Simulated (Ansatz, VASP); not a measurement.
# AlN: VASP beside Ansatz

```
CELL_PARAMETERS angstrom
0.00000 2.03520 2.03520
2.03520 0.00000 2.03520
2.03520 2.03520 0.00000
ATOMIC_POSITIONS crystal
Al 0.00000 0.00000 0.00000
N 0.50000 0.50000 0.50000
```

Alike in both runs: functional PBE; k mesh 10 × 10 × 10; occupations gaussian, width 0.02 eV; no spin polarisation.

Ansatz relaxed the structure, and its values are those at the end. VASP's run is a single point on that final structure, the one shown.

```csv
,VASP,Ansatz
version,VASP 6.6.1,Ansatz 0.2.0
potentials or method,"VASP PAW PBE potentials, release 64 (Al, N), cutoff 600 eV","scalar-relativistic, plane waves, PAW"
valence electrons in the cell,8,8
```

```tsv
	VASP	Ansatz	Ansatz less VASP
gap on the k mesh at the Fermi level (eV)	4.41	4.44	+0.022
least direct gap on the mesh (eV)	5.39	5.38	-0.011
pressure (GPa)	-0.4	0.0	+0.43
```

The functional is the same, so the differences come from potentials, cutoffs and numerics.
